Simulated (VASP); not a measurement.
# HfO2 (R-3m) in VASP: notebook

Runs on HfO2. Level: PBE. Tasks: single point.

All numbers are computed with VASP 6.6.1; they aren't measurements. Logs are shortened: lines on timing, memory, paths and dates and some standing lists are left out, and cuts for length are marked.

## 1. The cell of the first run

It takes space group R-3m (No. 166, trigonal). The conventional cell has a = 3.705 Å, b = 3.705 Å, c = 8.441 Å, α = 90.00°, β = 90.00°, γ = 120.00°. Within 2.8 Å of Hf (site symmetry -3m) lie 8 O at 2.11 to 2.25 Å. Within 2.8 Å of O (site symmetry 3m) lie 4 Hf at 2.11 to 2.25 Å and 6 O at 2.56 Å.

## 2. Single point, PBE

Input file INCAR:

```
SYSTEM = HfO2
  ALGO = Normal
  EDIFF = 1E-6
  ENCUT = 520
  GGA = PE
  ISIF = 2
  ISMEAR = 0
  LASPH = .True.
  LCHARG = .False.
  LREAL = .False.
  LWAVE = .False.
  NBANDS = 18
  NELM = 80
  PREC = Accurate
  SIGMA = 0.05
```

Input file KPOINTS:

```
k-points
0
Gamma
  8 8 8
  0 0 0
```

Input file POSCAR:

```
HfO2
1.0
   -0.1222723072      2.4978485615      2.4978485615
    2.4978485615     -0.1222723072      2.4978485615
    2.4978485615      2.4978485615     -0.1222723072
Hf O
1 2
Direct
    0.0000000000      0.0000000000      0.0000000000
    0.2500000000      0.2500000000      0.2500000000
    0.7500000000      0.7500000000      0.7500000000
```

Potentials or basis: VASP PAW PBE potentials, release 64 (Hf_pv, O).

Launch:

```
> cat potpaw_PBE.64/Hf_pv/POTCAR potpaw_PBE.64/O/POTCAR > POTCAR
> mpirun -np 1 vasp_std > vasp.out
```

OUTCAR:

```text
SYSTEM = HfO2
   EDIFF = 1E-6
   ENCUT = 520
   GGA = PE
   ISIF = 2
   ISMEAR = 0
   LASPH = .True.
   LREAL = .False.
   NELM = 80
   PREC = Accurate

 ion  position               nearest neighbor table
   1  0.000  0.000  0.000-   2 2.11   3 2.11   3 2.25   3 2.25   3 2.25   2 2.25   2 2.25   2 2.25

   2  0.250  0.250  0.250-   1 2.11   1 2.25   1 2.25   1 2.25
   3  0.750  0.750  0.750-   1 2.11   1 2.25   1 2.25   1 2.25

  LATTYP: Found a trigonal (rhomboedric) cell.
 ALAT       =     3.5346068225
 COS(alpha) =     0.4505091948

  Lattice vectors:

 A1 = (  -0.1222723072,   2.4978485615,   2.4978485615)
 A2 = (   2.4978485615,  -0.1222723072,   2.4978485615)
 A3 = (   2.4978485615,   2.4978485615,  -0.1222723072)

Analysis of symmetry for initial positions (statically):
=====================================================================
 Subroutine PRICEL returns:
 Original cell was already a primitive cell.

 Routine SETGRP: Setting up the symmetry group for a
 trigonal (rhombohedral) supercell.

 Subroutine GETGRP returns: Found 12 space group operations
 (whereof 12 operations were pure point group operations)
 out of a pool of 12 trial point group operations.

The static configuration has the point symmetry D_3d.

Analysis of symmetry for dynamics (positions and initial velocities):
=====================================================================
 Subroutine PRICEL returns:
 Original cell was already a primitive cell.

 Routine SETGRP: Setting up the symmetry group for a
 trigonal (rhombohedral) supercell.

 Subroutine GETGRP returns: Found 12 space group operations
 (whereof 12 operations were pure point group operations)
 out of a pool of 12 trial point group operations.

The dynamic configuration has the point symmetry D_3d.

 Subroutine INISYM returns: Found 12 space group operations
 (whereof 12 operations are pure point group operations),
 and found     1 'primitive' translations

----------------------------------------------------------------------------------------

                                     Primitive cell

  volume of cell :      33.4562

  direct lattice vectors                    reciprocal lattice vectors
    -0.122272307  2.497848562  2.497848562    -0.186043019  0.195618763  0.195618763
     2.497848562 -0.122272307  2.497848562     0.195618763 -0.186043019  0.195618763
     2.497848562  2.497848562 -0.122272307     0.195618763  0.195618763 -0.186043019

  length of vectors
     3.534606822  3.534606822  3.534606822     0.333384771  0.333384771  0.333384771

  position of ions in fractional coordinates (direct lattice)
     0.000000000  0.000000000  0.000000000
     0.250000000  0.250000000  0.250000000
     0.750000000  0.750000000  0.750000000

  ion indices of the primitive-cell ions
   primitive index   ion index
                 1           1
                 2           2
                 3           3

----------------------------------------------------------------------------------------

 KPOINTS: k-points

Automatic generation of k-mesh.
 Grid dimensions read from file:
 generate k-points for:    8    8    8

 Generating k-lattice:

  Cartesian coordinates                     Fractional coordinates (reciprocal lattice)
    -0.023255377  0.024452345  0.024452345     0.125000000  0.000000000  0.000000000
     0.024452345 -0.023255377  0.024452345     0.000000000  0.125000000  0.000000000
     0.024452345  0.024452345 -0.023255377     0.000000000  0.000000000  0.125000000

  Length of vectors
     0.041673096  0.041673096  0.041673096

  Shift w.r.t. Gamma in fractional coordinates (k-lattice)
     0.000000000  0.000000000  0.000000000

 Subroutine IBZKPT returns following result:
 ===========================================

 Found     65 irreducible k-points:

 Following reciprocal coordinates:
            Coordinates               Weight
  0.000000  0.000000  0.000000      1.000000
  0.125000  0.000000 -0.000000      6.000000
  0.250000  0.000000 -0.000000      6.000000
  0.375000  0.000000  0.000000      6.000000
  0.500000  0.000000 -0.000000      3.000000
  0.125000  0.125000  0.000000      6.000000
[... 16 lines left out ...]
  0.250000  0.125000  0.125000      6.000000
  0.375000  0.125000  0.125000      6.000000
 [... further k-points ...]
   k-points           NKPTS =     65   k-points in BZ     NKDIM =     65   number of bands    NBANDS=     18
   number of dos      NEDOS =    301   number of ions     NIONS =      3
   total plane-waves  NPLWV =  21952
   dimension x,y,z NGX =    28 NGY =   28 NGZ =   28
   dimension x,y,z NGXF=    56 NGYF=   56 NGZF=   56
   ions per type =               1   2
   NGX,Y,Z   is equivalent  to a cutoff of  13.17, 13.17, 13.17 a.u.
   NGXF,Y,Z  is equivalent  to a cutoff of  26.34, 26.34, 26.34 a.u.
 SYSTEM =  HfO2
   PREC   = accura    normal or accurate (medium, high low for compatibility)
   ISTART =      0    job   : 0-new  1-cont  2-samecut
   ICHARG =      2    charge: 1-file 2-atom 10-const
   ISPIN  =      1    spin polarized calculation?
   LNONCOLLINEAR =      F non collinear calculations
   LSORBIT =      F    spin-orbit coupling
   LASPH  =      T    aspherical Exc in radial PAW
   ENCUT  =  520.0 eV  38.22 Ry    6.18 a.u.   6.57  6.57  6.57*2*pi/ulx,y,z
   NELM   =     80;   NELMIN=  2; NELMDL= -5     # of ELM steps
   EDIFF  = 0.1E-05   stopping-criterion for ELM
   LREAL  =      F    real-space projection
   EDIFFG = 0.1E-04   stopping-criterion for IOM
   NSW    =      0    number of steps for IOM
   IBRION =     -1    ionic relax: 0-MD 1-quasi-New 2-CG
   NFREE  =      0    steps in history (QN), initial steepest desc. (CG)
   ISIF   =      2    stress and relaxation
   ISYM   =      2    0-nonsym 1-usesym 2-fastsym
   POTIM  = 0.5000    time-step for ionic-motion
   TEBEG  =    0.0;   TEEND  =   0.0 temperature during run
   PSTRESS=    0.0 pullay stress
   NELECT =      22.0000    total number of electrons
   NUPDOWN=      -1.0000    fix difference up-down
   EMIN   =  10.00;   EMAX   =-10.00  energy-range for DOS
   EFERMI =   0.00;   METHOD = LEGACY
   ISMEAR =     0;   SIGMA  =   0.05  broadening in eV -4-tet -1-fermi 0-gaus
   EFERMI_NEDOS =   21; number of points for ismear=-14 and -15
   IALGO  =     38    algorithm
   IMIX   =      4    mixing-type and parameters
     AMIX     =   0.40;   BMIX     =  1.00
     AMIX_MAG =   1.60;   BMIX_MAG =  1.00
  volume/ion in A,a.u.               =      11.15        75.26
  Fermi-wavevector in a.u.,A,eV,Ry     =   1.423607  2.690227 27.574337  2.026657
  Thomas-Fermi vector in A             =   2.544186
   LORBIT       =      0    0 simple, 1 ext, 2 COOP (PROOUT), +10 PAW based schemes
   GGA     = PE    functional components
   LHFCALC =     F    Hartree Fock is set to
   AEXX    =    0.0000 exact exchange contribution
   IVDW    =     0    specifies the selected vdW correction
   LEPSILON=     F    determine dielectric tensor
   LRPA    =     F    only Hartree local field effects (RPA)
 non-spin polarized calculation
 Gauss-broadening in eV      SIGMA  =   0.05
  energy-cutoff  :      520.00
  volume of cell :       33.46
 maximum number of plane-waves:       914
 NGX is ok and might be reduce to    28

 number of electron      21.9999998 magnetization

 Free energy of the ion-electron system (eV)
  ---------------------------------------------------
  ext. energy  EPLUGINS =         0.00000000
  ---------------------------------------------------
  free energy    TOTEN  =       -30.16539532 eV

  energy without entropy =      -30.16539532  energy(sigma->0) =      -30.16539532

 E-fermi :   4.3126     XC(G=0): -11.6948

 val. band max:        4.0196579005   @ k =   0.5000   0.5000   0.0000
 cond. band min:       7.8043872488   @ k =   0.5000   0.5000   0.0000
 fundamental gap:      3.7847293484
 Fermi energy:         4.3126455068

 k-point     1 :       0.0000    0.0000    0.0000
  band No.  band energies     occupation
      1     -25.7594      2.00000
      2     -25.7594      2.00000
      3     -25.7332      2.00000
      4     -14.5364      2.00000
      5     -11.6217      2.00000
      6      -1.1927      2.00000
[... 10 lines left out ...]
     17      14.7669      0.00000
     18      17.4519      0.00000

 k-point     2 :       0.1250    0.0000   -0.0000
  band No.  band energies     occupation
      1     -25.8130      2.00000
      2     -25.7636      2.00000
      3     -25.7432      2.00000
      4     -14.3543      2.00000
      5     -11.7687      2.00000
      6      -1.0571      2.00000
[... 10 lines left out ...]
     17      14.3979      0.00000
     18      17.2634      0.00000

 k-point     3 :       0.2500    0.0000   -0.0000
  band No.  band energies     occupation
      1     -25.9475      2.00000
      2     -25.7738      2.00000
      3     -25.7577      2.00000
      4     -13.9163      2.00000
      5     -12.0798      2.00000
      6      -0.7157      2.00000
[... 10 lines left out ...]
     17      13.9158      0.00000
     18      16.5321      0.00000

 k-point     4 :       0.3750    0.0000    0.0000
  band No.  band energies     occupation
      1     -26.0771      2.00000
      2     -25.7839      2.00000
      3     -25.7711      2.00000
      4     -13.5062      2.00000
      5     -12.3048      2.00000
      6      -0.3580      2.00000
[... 375 lines left out ...]
      4     -14.2932      2.00000
      5     -11.8267      2.00000
      6      -1.0152      2.00000
[... 10 lines left out ...]
     17      14.3770      0.00000
     18      17.4812      0.00000

 k-point    23 :       0.2500    0.1250    0.1250
  band No.  band energies     occupation
      1     -25.8992      2.00000
      2     -25.7812      2.00000
      3     -25.7702      2.00000
      4     -13.9900      2.00000
      5     -12.0516      2.00000
      6      -0.8406      2.00000
[... 10 lines left out ...]
     17      14.1645      0.00000
     18      17.1060      0.00000

 k-point    24 :       0.3750    0.1250    0.1250
  band No.  band energies     occupation
      1     -26.0222      2.00000
      2     -25.8034      2.00000
      3     -25.7804      2.00000
      4     -13.5315      2.00000
      5     -12.3377      2.00000
      6      -0.6030      2.00000
[... 10 lines left out ...]
     17      14.3271      0.00000
     18      16.3509      0.00000

 [... further k-points ...]

------------------------ aborting loop because EDIFF is reached ----------------------------------------

  FORCE on cell =-STRESS in cart. coord.  units (eV):
  Direction    XX          YY          ZZ          XY          YZ          ZX
  --------------------------------------------------------------------------------------
  -------------------------------------------------------------------------------------
  Total       -0.9007256     -0.9007256     -0.9007256      1.0226538      1.0226538      1.0226538
  in kB      -43.1346404    -43.1346404    -43.1346404     48.9736318     48.9736318     48.9736318
  external PRESSURE =     -43.1346404 kB  Pullay stress =       0.0000000 kB

 VOLUME and BASIS-vectors are now :
 -----------------------------------------------------------------------------
  energy-cutoff  :      520.00
  volume of cell :       33.46
      direct lattice vectors                 reciprocal lattice vectors
    -0.122272307  2.497848562  2.497848562    -0.186043019  0.195618763  0.195618763
     2.497848562 -0.122272307  2.497848562     0.195618763 -0.186043019  0.195618763
     2.497848562  2.497848562 -0.122272307     0.195618763  0.195618763 -0.186043019

 POSITION                                       TOTAL-FORCE (eV/Angst)
 -----------------------------------------------------------------------------------
      0.00000      0.00000      0.00000         0.000000      0.000000     -0.000000
      1.21836      1.21836      1.21836         0.380123      0.380123      0.380123
      3.65507      3.65507      3.65507        -0.380123     -0.380123     -0.380123
 -----------------------------------------------------------------------------------
    total drift:                                0.000000      0.000000      0.000000

  FREE ENERGIE OF THE ION-ELECTRON SYSTEM (eV)
  ---------------------------------------------------
  free  energy   TOTEN  =       -30.1653953201 eV

  energy  without entropy=      -30.1653953201  energy(sigma->0) =      -30.16539532
```

Run time: 16 s. Hardware: 1 thread of Intel Xeon 6975P-C (Granite Rapids), shared host; peak memory 0.18 GiB.

Results:

| Quantity | Value |
| --- | --- |
| Free energy | -30.1654 eV |
| Pressure | -4.3 GPa |
| Largest force | 0.658 eV/Å |
| Band gap on the k mesh | 3.78 eV |

Forces on the atoms (eV/Å):
```
Hf   0.000  0.000  0.000
O    0.380  0.380  0.380
O   -0.380 -0.380 -0.380
```

Stress tensor (GPa, compression positive):
```
-4.31  4.90  4.90
 4.90 -4.31  4.90
 4.90  4.90 -4.31
```

Levels at points of the mesh, in eV from the valence-band top:
```
           k point  band 9  band 10  band 11  band 12  band 13  band 14
(0.00, 0.00, 0.00)   -0.61    -0.56    -0.56     3.87     3.87     5.62
(0.50, 0.00, 0.00)   -2.70    -1.85    -1.61     4.31     4.75     6.54
(0.50, 0.50, 0.00)   -1.79    -1.19     0.00     3.78     5.45     6.25
(0.50, 0.50, 0.50)   -2.50    -1.88    -1.88     4.73     4.73     7.37
```

Caveat: the cell stands under tension; spin-orbit coupling is left out, which moves the levels of the heavy elements.

## 3. Single point, PBE

This run uses another cell than the first one, of the same volume but with other edges.

Input file INCAR:

```
  ALGO = Normal
  EDIFF = 1E-7
  ENCUT = 520
  GGA = PE
  ISIF = 2
  ISMEAR = 0
  LASPH = True
  LCHARG = False
  LREAL = False
  LWAVE = False
  NBANDS = 18
  NELM = 80
  PREC = Accurate
  SIGMA = 0.05
```

Input file KPOINTS:

```
k-points
0
Gamma
  8 8 8
```

Input file POSCAR:

```
HfO2
1.0
    0.1329453398      2.6256704617      2.6256704617
    2.6256704617      0.1329453398      2.6256704617
    2.6256704617      2.6256704617      0.1329453398
Hf O
1 2
Direct
    0.0000000000      0.0000000000      0.0000000000
    0.2500000000      0.2500000000      0.2500000000
    0.7500000000      0.7500000000      0.7500000000
```

Potentials or basis: VASP PAW PBE potentials, release 64 (Hf_pv, O).

Launch:

```
> cat potpaw_PBE.64/Hf_pv/POTCAR potpaw_PBE.64/O/POTCAR > POTCAR
> mpirun -np 1 vasp_std > vasp.out
```

Wall time 18 s (1 thread of Intel Xeon 6975P-C (Granite Rapids), shared host); peak memory 0.18 GiB.

Results (log left out):

- Free energy: -30.1798 eV
- Pressure: -4.4 GPa
- Largest force: 0.327 eV/Å
- Band gap on the k mesh: 3.78 eV

Forces in eV/Å, atoms in the order of the input:
```
Hf   0.000  0.000  0.000
O   -0.189 -0.189 -0.189
O    0.189  0.189  0.189
```

Stress tensor (GPa, compression positive):
```
-4.44 -3.05 -3.05
-3.05 -4.44 -3.05
-3.05 -3.05 -4.44
```

Levels at points of the mesh, in eV from the valence-band top:
```
           k point  band 7  band 8  band 9  band 10  band 11  band 12  band 13  band 14  band 15  band 16
(0.00, 0.00, 0.00)   -5.11   -5.11   -0.62    -0.62    -0.47     3.87     3.87     5.63     9.63    10.38
(0.50, 0.00, 0.00)   -4.09   -3.11   -2.62    -1.87    -1.70     4.44     4.84     6.95     8.61     9.04
(0.50, 0.50, 0.00)   -3.52   -3.18   -1.82    -1.15     0.00     3.78     5.46     6.11     7.83     8.48
(0.50, 0.50, 0.50)   -4.26   -2.75   -2.71    -1.68    -1.68     4.43     4.43     6.06     9.07     9.51
```

Caveat: the cell stands under tension; spin-orbit coupling is left out, which moves the levels of the heavy elements.
